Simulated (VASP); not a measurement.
Write the native input for VASP 6.6.1 that does the following.

- Task: single point
- Functional: r2SCAN
- Potentials or basis: VASP PAW PBE potentials, release 64 (Sr_sv, Rh_pv)
- Cutoff: 520 eV
- k mesh: 7 × 7 × 7
- Occupations: fermi-dirac, width 0.1 eV
- Spin: no spin polarisation
- Dipole correction: no
- Further INCAR settings: ALGO = Normal; EDIFF = 1e-07; NBANDS = 24

Crystal: Sr2Rh.

```xyz
3
Lattice="0.0000 3.6751 3.6751 3.6751 0.0000 3.6751 3.6751 3.6751 0.0000" Properties=species:S:1:pos:R:3 pbc="T T T"
Sr    5.5127    5.5127    5.5127
Sr    1.8376    1.8376    1.8376
Rh    0.0000    0.0000    0.0000
```

These files were run (other wordings do the same):

POSCAR

```
Sr2Rh
1.0
    0.0000000000      3.6751342146      3.6751342146
    3.6751342146      0.0000000000      3.6751342146
    3.6751342146      3.6751342146      0.0000000000
Sr Rh
2 1
Direct
    0.7500000000      0.7500000000      0.7500000000
    0.2500000000      0.2500000000      0.2500000000
    0.0000000000      0.0000000000      0.0000000000
```

INCAR.step1

```
SYSTEM = Sr2Rh
PREC = Accurate ; ENCUT = 520
ISMEAR = -1 ; SIGMA = 0.1
LREAL = .False. ; LASPH = .True.
NELM = 60 ; NBANDS = 24
GGA = PE ; ALGO = Normal
EDIFF = 1E-4 ; LWAVE = .True.
LCHARG = .False.
```

INCAR.step2

```
SYSTEM = Sr2Rh
PREC = Accurate ; ENCUT = 520
EDIFF = 1E-7 ; ISMEAR = -1
SIGMA = 0.1 ; LREAL = .False.
LASPH = .True. ; NELM = 60
ALGO = Normal ; ISIF = 2
LWAVE = .False. ; LCHARG = .False.
METAGGA = R2SCAN ; LMIXTAU = .True.
NBANDS = 24 ; ISTART = 1
```

KPOINTS

```
Automatic mesh
0
Gamma
  7 7 7
  0 0 0
```

Potentials or basis: VASP PAW PBE potentials, release 64 (Sr_sv, Rh_pv).

Command:

```bash
$ cat potpaw_PBE.64/Sr_sv/POTCAR potpaw_PBE.64/Rh_pv/POTCAR > POTCAR
$ cp INCAR.step1 INCAR
$ mpirun -np 1 vasp_std > vasp.out
$ cp INCAR.step2 INCAR
$ mpirun -np 1 vasp_std > vasp.out
```

It gave:

```yaml
Pressure: -0.7 GPa
```

Caveat: the PAW data sets were made with another functional, which shifts forces and pressure a little.

It took 120 s on 1 thread of Intel(R) Xeon(R) 6975P-C (Granite Rapids), with other jobs on the host, peak memory 0.28 GiB.
